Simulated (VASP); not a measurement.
# Bi (Pm-3m) in VASP: notebook

Bi is run at these levels: PBE; tasks: single point, relaxation of cell and atoms.

Everything below comes from runs of VASP 6.6.1. Logs are shortened: lines on timing, memory, paths and dates and some standing lists are left out, and cuts for length are marked.

## Step 1: The cell of the first run

It takes space group Pm-3m (No. 221, cubic). Conventional cell: a = 2.881 Å, b = 2.881 Å, c = 2.881 Å, α = 90.00°, β = 90.00°, γ = 90.00°. Bi (site symmetry m-3m) has 6 Bi at 2.88 Å within 3.8 Å.

## Step 2: Single point, PBE

INCAR

```
SYSTEM = Bi
PREC     = Accurate       ! precision mode
ENCUT    = 520            ! plane-wave cutoff, eV
EDIFF    = 1E-6           ! SCF threshold, eV
ISMEAR   = -1             ! smearing method
SIGMA    = 0.1            ! smearing width, eV
LREAL    = .False.        ! projectors in reciprocal space
LASPH    = .True.         ! aspherical terms in the spheres
NELM     = 80             ! most SCF steps
ALGO     = Normal         ! electronic algorithm
ISIF     = 2              ! what is computed and relaxed
LWAVE    = .False.        ! write WAVECAR
LCHARG   = .False.        ! write CHGCAR
GGA      = PE             ! functional
NBANDS   = 14             ! bands
```

KPOINTS

```
regular mesh
0
Gamma
  13 13 13
  0 0 0
```

POSCAR

```
Bi
1.0
    2.8813280588      0.0000000000      0.0000000000
    0.0000000000      2.8813280588      0.0000000000
    0.0000000000      0.0000000000      2.8813280588
Bi
1
Direct
    0.0000000000      0.0000000000      0.0000000000
```

Potentials or basis: VASP PAW PBE potentials, release 64 (Bi_d).

On the command line:

```
> cat potpaw_PBE.64/Bi_d/POTCAR > POTCAR
> mpirun -np 1 vasp_std > vasp.out
```

OUTCAR:

```text
SYSTEM = Bi
   PREC = Accurate
   ENCUT = 520
   EDIFF = 1E-6
   ISMEAR = -1
   LREAL = .False.
   LASPH = .True.
   NELM = 80
   ISIF = 2
   GGA = PE

 ion  position               nearest neighbor table
   1  0.000  0.000  0.000-

  LATTYP: Found a simple cubic cell.
 ALAT       =     2.8813280588

  Lattice vectors:

 A1 = (   2.8813280588,   0.0000000000,   0.0000000000)
 A2 = (   0.0000000000,   2.8813280588,   0.0000000000)
 A3 = (   0.0000000000,   0.0000000000,   2.8813280588)

Analysis of symmetry for initial positions (statically):
=====================================================================
 Subroutine PRICEL returns:
 Original cell was already a primitive cell.

 Routine SETGRP: Setting up the symmetry group for a
 simple cubic supercell.

 Subroutine GETGRP returns: Found 48 space group operations
 (whereof 48 operations were pure point group operations)
 out of a pool of 48 trial point group operations.

The static configuration has the point symmetry O_h .

Analysis of symmetry for dynamics (positions and initial velocities):
=====================================================================
 Subroutine PRICEL returns:
 Original cell was already a primitive cell.

 Routine SETGRP: Setting up the symmetry group for a
 simple cubic supercell.

 Subroutine GETGRP returns: Found 48 space group operations
 (whereof 48 operations were pure point group operations)
 out of a pool of 48 trial point group operations.

The dynamic configuration has the point symmetry O_h .

 Subroutine INISYM returns: Found 48 space group operations
 (whereof 48 operations are pure point group operations),
 and found     1 'primitive' translations

----------------------------------------------------------------------------------------

                                     Primitive cell

  volume of cell :      23.9209

  direct lattice vectors                    reciprocal lattice vectors
     2.881328059  0.000000000  0.000000000     0.347062181  0.000000000  0.000000000
     0.000000000  2.881328059  0.000000000     0.000000000  0.347062181  0.000000000
     0.000000000  0.000000000  2.881328059     0.000000000  0.000000000  0.347062181

  length of vectors
     2.881328059  2.881328059  2.881328059     0.347062181  0.347062181  0.347062181

  position of ions in fractional coordinates (direct lattice)
     0.000000000  0.000000000  0.000000000

[... 76 lines left out ...]
   LREAL  =      F    real-space projection
   EDIFFG = 0.1E-04   stopping-criterion for IOM
   NSW    =      0    number of steps for IOM
   IBRION =     -1    ionic relax: 0-MD 1-quasi-New 2-CG
   NFREE  =      0    steps in history (QN), initial steepest desc. (CG)
   ISIF   =      2    stress and relaxation
   ISYM   =      2    0-nonsym 1-usesym 2-fastsym
   POTIM  = 0.5000    time-step for ionic-motion
   TEBEG  =    0.0;   TEEND  =   0.0 temperature during run
   PSTRESS=    0.0 pullay stress
   NELECT =      15.0000    total number of electrons
   NUPDOWN=      -1.0000    fix difference up-down
   EMIN   =  10.00;   EMAX   =-10.00  energy-range for DOS
   EFERMI =   0.00;   METHOD = LEGACY
   ISMEAR =    -1;   SIGMA  =   0.10  broadening in eV -4-tet -1-fermi 0-gaus
   EFERMI_NEDOS =   21; number of points for ismear=-14 and -15
   IALGO  =     38    algorithm
   IMIX   =      4    mixing-type and parameters
     AMIX     =   0.40;   BMIX     =  1.00
     AMIX_MAG =   1.60;   BMIX_MAG =  1.00
  volume/ion in A,a.u.               =      23.92       161.43
  Fermi-wavevector in a.u.,A,eV,Ry     =   1.401240  2.647960 26.714681  1.963474
  Thomas-Fermi vector in A             =   2.524121
   LORBIT       =      0    0 simple, 1 ext, 2 COOP (PROOUT), +10 PAW based schemes
   GGA     = PE    functional components
   LHFCALC =     F    Hartree Fock is set to
   AEXX    =    0.0000 exact exchange contribution
   IVDW    =     0    specifies the selected vdW correction
   LEPSILON=     F    determine dielectric tensor
   LRPA    =     F    only Hartree local field effects (RPA)
 non-spin polarized calculation
  energy-cutoff  :      520.00
  volume of cell :       23.92
 maximum number of plane-waves:       660
 NGX is ok and might be reduce to    24
   NGX = 11   NGY = 11   NGZ = 11

 number of electron      15.0000004 magnetization

 Free energy of the ion-electron system (eV)
  ---------------------------------------------------
  ext. energy  EPLUGINS =         0.00000000
  ---------------------------------------------------
  free energy    TOTEN  =        -2.79185510 eV

  energy without entropy =       -2.78274521  energy(sigma->0) =       -2.78730016

 E-fermi :  11.8606     XC(G=0): -11.4741

 val. band max:       11.8148782005   @ k =   0.3077   0.2308   0.1538
 cond. band min:      11.8651806939   @ k =   0.2308   0.2308   0.2308
 fundamental gap:      0.0503024934
 Fermi energy:        11.8605982066

 k-point     1 :       0.0000    0.0000    0.0000
  band No.  band energies     occupation
      1     -12.2824      2.00000
      2     -12.2824      2.00000
      3     -11.3053      2.00000
      4     -11.3053      2.00000
      5     -11.3053      2.00000
      6      -4.4975      2.00000
      7      15.6566      0.00000
      8      15.6566      0.00000
      9      15.6566      0.00000
     10      20.1283      0.00000
     11      20.8301      0.00000
     12      20.8301      0.00000
     13      29.7932      0.00000
     14      29.7932      0.00000
[... 377 lines left out ...]
      1     -11.9847      2.00000
      2     -11.7841      2.00000
      3     -11.5154      2.00000
      4     -11.4597      2.00000
      5     -11.3196      2.00000
      6      -0.1167      2.00000
      7       7.1350      2.00000
      8       9.8571      2.00000
      9      16.7059      0.00000
     10      20.4958      0.00000
     11      22.6971      0.00000
     12      25.0434      0.00000
     13      27.3317      0.00000
     14      30.0081      0.00000

 [... further k-points ...]
[... 5 lines left out ...]
  --------------------------------------------------------------------------------------
  -------------------------------------------------------------------------------------
  Total        6.5550644      6.5550644      6.5550644     -0.0000000     -0.0000000     -0.0000000
  in kB      439.0453889    439.0453889    439.0453889     -0.0000000     -0.0000000     -0.0000000
  external PRESSURE =     439.0453889 kB  Pullay stress =       0.0000000 kB

 VOLUME and BASIS-vectors are now :
 -----------------------------------------------------------------------------
  energy-cutoff  :      520.00
  volume of cell :       23.92
      direct lattice vectors                 reciprocal lattice vectors
     2.881328059  0.000000000  0.000000000     0.347062181  0.000000000  0.000000000
     0.000000000  2.881328059  0.000000000     0.000000000  0.347062181  0.000000000
     0.000000000  0.000000000  2.881328059     0.000000000  0.000000000  0.347062181

 POSITION                                       TOTAL-FORCE (eV/Angst)
 -----------------------------------------------------------------------------------
      0.00000      0.00000      0.00000         0.000000      0.000000      0.000000
 -----------------------------------------------------------------------------------
    total drift:                                0.000000      0.000000      0.000000

  FREE ENERGIE OF THE ION-ELECTRON SYSTEM (eV)
  ---------------------------------------------------
  free  energy   TOTEN  =        -2.7918551039 eV

  energy  without entropy=       -2.7827452136  energy(sigma->0) =       -2.78730016
```

OSZICAR:

```text
N       E                     dE             d eps       ncg     rms          rms(c)
DAV:   1     0.116379634417E+03    0.11638E+03   -0.76777E+03  2388   0.136E+03
DAV:   2     0.350799788093E+01   -0.11287E+03   -0.10863E+03  2538   0.350E+02
DAV:   3    -0.267541296746E+01   -0.61834E+01   -0.61641E+01  2910   0.787E+01
DAV:   4    -0.280980708527E+01   -0.13439E+00   -0.13437E+00  3016   0.120E+01
DAV:   5    -0.281516691300E+01   -0.53598E-02   -0.53597E-02  3324   0.226E+00    0.111E+00
DAV:   6    -0.279994830848E+01    0.15219E-01   -0.56419E-03  3116   0.915E-01    0.642E-01
DAV:   7    -0.279179202138E+01    0.81563E-02   -0.59857E-03  3262   0.102E+00    0.780E-02
DAV:   8    -0.279186394827E+01   -0.71927E-04   -0.45792E-04  3078   0.282E-01    0.105E-02
DAV:   9    -0.279185672572E+01    0.72225E-05   -0.24093E-05  3182   0.833E-02    0.686E-03
DAV:  10    -0.279185503599E+01    0.16897E-05   -0.28168E-06  3038   0.221E-02    0.155E-03
DAV:  11    -0.279185510385E+01   -0.67856E-07   -0.28014E-07  2016   0.744E-03
   1 F= -.27918551E+01 E0= -.27873002E+01  d E =-.910989E-02
```

Run time: 26 s. Hardware: 1 thread of Intel Xeon 8259CL, shared host; peak memory 0.15 GiB.

Results:

```yaml
Free_energy: -2.7919 eV
Pressure: 43.9 GPa
```

Levels at points of the mesh, in eV from the Fermi level:
```
           k point  band 3  band 4  band 5  band 6  band 7  band 8  band 9  band 10  band 11  band 12
(0.00, 0.00, 0.00)  -23.17  -23.17  -23.17  -16.36    3.80    3.80    3.80     8.27     8.97     8.97
```

Caveat: spin-orbit coupling is left out, which moves the levels of the heavy elements.

## Step 3: Single point, PBE

INCAR

```
PREC = Accurate
ENCUT = 520
EDIFF = 1E-7
ISMEAR = -1
SIGMA = 0.1
LREAL = F
LASPH = T
NELM = 80
ALGO = Normal
ISIF = 2
LWAVE = F
LCHARG = F
GGA = PE
NBANDS = 14
```

KPOINTS

```
regular mesh
0
Gamma
  13 13 13
```

POSCAR is that of step 2.

Potentials or basis: VASP PAW PBE potentials, release 64 (Bi_d).

On the command line:

```
> cat potpaw_PBE.64/Bi_d/POTCAR > POTCAR
> mpirun -np 1 vasp_std > vasp.out
```

It took 27 s on 1 thread of Intel Xeon 8259CL, shared host; peak memory 0.15 GiB.

The run converged. Its results:

```yaml
Free_energy: -2.7919 eV
Pressure: 43.9 GPa
```

Levels at points of the mesh, in eV from the Fermi level:
```tsv
k point	band 4	band 5	band 6	band 7	band 8	band 9	band 10	band 11
(0.00, 0.00, 0.00)	-23.17	-23.17	-16.36	3.80	3.80	3.80	8.27	8.97
```

Caveat: spin-orbit coupling is left out, which moves the levels of the heavy elements.

## Step 4: Relaxation of cell and atoms, PBE, target pressure 44 GPa, at which the enthalpy is minimised

This run uses another cell than the first one, of 22.84 Å³/atom, 0.955 times its volume.

INCAR

```
SYSTEM = Bi
PREC = Accurate ; ENCUT = 600
EDIFF = 1E-6 ; ISMEAR = -1
SIGMA = 0.1 ; LREAL = .FALSE.
LASPH = .TRUE. ; NELM = 80
ALGO = Normal ; ISIF = 3
LWAVE = .FALSE. ; LCHARG = .FALSE.
GGA = PE ; IBRION = 2
NSW = 60 ; EDIFFG = -0.005
PSTRESS = 440.0
```

KPOINTS

```
regular mesh
0
G
  13 13 13
  0 0 0
```

POSCAR

```
Bi
1.0
    2.8372026807      0.0000000000      0.0000000000
    0.0000000000      2.8372026807      0.0000000000
    0.0000000000      0.0000000000      2.8372026807
Bi
1
Direct
    0.0000000000      0.0000000000      0.0000000000
```

On the command line:

```
> cat potpaw_PBE.64/Bi_d/POTCAR > POTCAR
> mpirun -np 1 vasp_std > vasp.out
```

Run time: 3.5 min. Hardware: 1 thread of Intel Xeon 8259CL, shared host; peak memory 0.16 GiB.

The run converged. Its results:

- Free energy: -2.7926 eV
- Relaxed volume: 23.92 Å³/atom
- Relaxed cell: a = 2.881 Å, b = 2.881 Å, c = 2.881 Å, α = 90.00°, β = 90.00°, γ = 90.00°
- Space group after relaxing (to 0.05 Å): Pm-3m (No. 221)
- Energy change on relaxing (the enthalpy is what falls): -333.8 meV/atom
- Ionic steps: 23
- Pressure after relaxing: 44.0 GPa

The path:
```tsv
step	energy change (eV)	largest force (eV/Å)	pressure (GPa)	volume (Å³)
1	0.0000	0.0000	55.01	22.84
2	-1.1229	0.0000	16.02	28.43
3	-0.3565	0.0000	43.20	24.01
4	-0.3335	0.0000	43.94	23.92
5	-0.3275	0.0000	44.04	23.90
6	-0.3275	0.0000	44.15	23.90
7	-0.3275	0.0000	44.15	23.90
8	-0.3275	0.0000	44.14	23.90
9	-0.3275	0.0000	44.14	23.90
10	-0.3276	0.0000	44.14	23.90
11	-0.3276	0.0000	44.14	23.90
12	-0.3276	0.0000	44.14	23.90
13	-0.3276	0.0000	44.14	23.90
14	-0.3276	0.0000	44.14	23.90
15	-0.3276	0.0000	44.14	23.90
16	-0.3276	0.0000	44.14	23.90
17	-0.3276	0.0000	44.14	23.90
18	-0.3277	0.0000	44.14	23.90
19	-0.3279	0.0000	44.15	23.90
20	-0.3283	0.0000	44.16	23.90
21	-0.3291	0.0000	44.10	23.91
22	-0.3307	0.0000	44.06	23.91
23	-0.3338	0.0000	43.98	23.92
```

Final structure:
```cif
data_structure
_symmetry_space_group_name_H-M 'P 1'
_symmetry_Int_Tables_number 1
_cell_length_a 2.8815
_cell_length_b 2.8815
_cell_length_c 2.8815
_cell_angle_alpha 90.000
_cell_angle_beta 90.000
_cell_angle_gamma 90.000
_cell_volume 23.92
loop_
_atom_site_label
_atom_site_type_symbol
_atom_site_fract_x
_atom_site_fract_y
_atom_site_fract_z
_atom_site_occupancy
Bi1 Bi 0.00000 0.00000 0.00000 1
```

Levels at points of the mesh, in eV from the Fermi level:
| k point | band 5 | band 6 | band 7 | band 8 | band 9 | band 10 |
| --- | --- | --- | --- | --- | --- | --- |
| (0.00, 0.00, 0.00) | -23.17 | -16.36 | 3.80 | 3.80 | 3.80 | 8.27 |

Caveat: the cell is relaxed towards a set pressure, so the enthalpy falls and the energy may rise; spin-orbit coupling is left out, which moves the levels of the heavy elements.

(Continued in part 2 of 2.)
